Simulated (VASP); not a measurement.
Runs of VASP 6.6.1 on Lu. The structure is that of space group Fd-3m (No. 227), or close to it. The cells are those of the table. This isn't the form of Lu at room conditions, which is hcp.

```tsv
cell	gap on the mesh (eV)	pressure (GPa)
a = 5.409 Å, angles 60.0°, 2 atoms	none	(a)
a = 5.208 Å, angles 60.0°, 2 atoms	none	0.3
a = 5.065 Å, angles 60.0°, 2 atoms	none	0.9
a = 4.991 Å, angles 60.0°, 2 atoms	none	1.4
a = 5.343 Å, angles 60.0°, 2 atoms	none	(b)
a = 5.277 Å, angles 60.0°, 2 atoms	none	-0.4
a = 5.138 Å, angles 60.0°, 2 atoms	none	0.5
```

Alike in all rows: task single point; level r2SCAN; potentials or basis VASP PAW PBE potentials, release 64 (Lu); no spin polarisation; k mesh 8 × 8 × 8; cutoff (eV) 520; smearing fermi-dirac 0.1 eV.

Problem. Estimate the missing entries.

Solution. (a) -1.1; (b) -0.8.

Caveats: the PAW data sets were made with another functional, which shifts forces and pressure a little; spin-orbit coupling is left out, which moves the levels of the heavy elements.

A k mesh can miss the band edges, and the runs leave out spin-orbit coupling on Lu.

A gap of «none» marks levels without a gap at the run's occupations.
